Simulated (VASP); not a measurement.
## ZnAu: single point with PBE

Crystal: ZnAu.

```xyz
2
Lattice="3.3222 0.0000 0.0000 0.0000 3.3222 0.0000 0.0000 0.0000 2.8239" Properties=species:S:1:pos:R:3 pbc="T T T"
Zn    1.6611    1.6611    1.4119
Au    0.0000    0.0000    0.0000
```

This cell differs from its parent crystal: ratio of the length along z to the lengths across it x 0.85, volume and fractional coordinates fixed.

```
Program             : VASP 6.6.1
Task                : single point
Functional          : PBE
Potentials or basis : VASP PAW PBE potentials, release 64 (Zn, Au)
Cutoff              : 520 eV
k mesh              : 16 × 16 × 16
Occupations         : gaussian, width 0.15 eV
Spin                : no spin polarisation
```

* Pressure: 6.1 GPa

Stress tensor (GPa, compression positive):
```
4.30 0.00 0.00
0.00 4.30 0.00
0.00 0.00 9.61
```

Levels at points of the mesh, in eV from the Fermi level:
| k point | band 10 | band 11 | band 12 | band 13 | band 14 | band 15 |
| --- | --- | --- | --- | --- | --- | --- |
| (0.00, 0.00, 0.00) | -3.56 | -3.56 | 3.43 | 3.43 | 7.53 | 8.62 |
| (0.50, 0.00, 0.00) | -4.20 | -3.66 | -3.10 | 9.05 | 9.11 | 9.56 |
| (0.50, 0.50, 0.00) | -3.63 | -2.58 | -2.58 | -0.38 | 1.56 | 13.25 |
| (0.00, 0.00, 0.50) | -4.39 | -4.16 | -0.83 | 9.96 | 10.49 | 10.52 |
| (0.50, 0.00, 0.50) | -3.02 | -1.79 | -1.41 | 1.94 | 2.85 | 9.44 |
| (0.50, 0.50, 0.50) | -2.83 | 1.62 | 3.47 | 4.05 | 4.05 | 4.15 |

Run time: 5.1 min on 1 thread of Oxide Virtual Turin-like Processor, on a shared host, peak memory 0.31 GiB.

Caveat: spin-orbit coupling is left out, which moves the levels of the heavy elements.
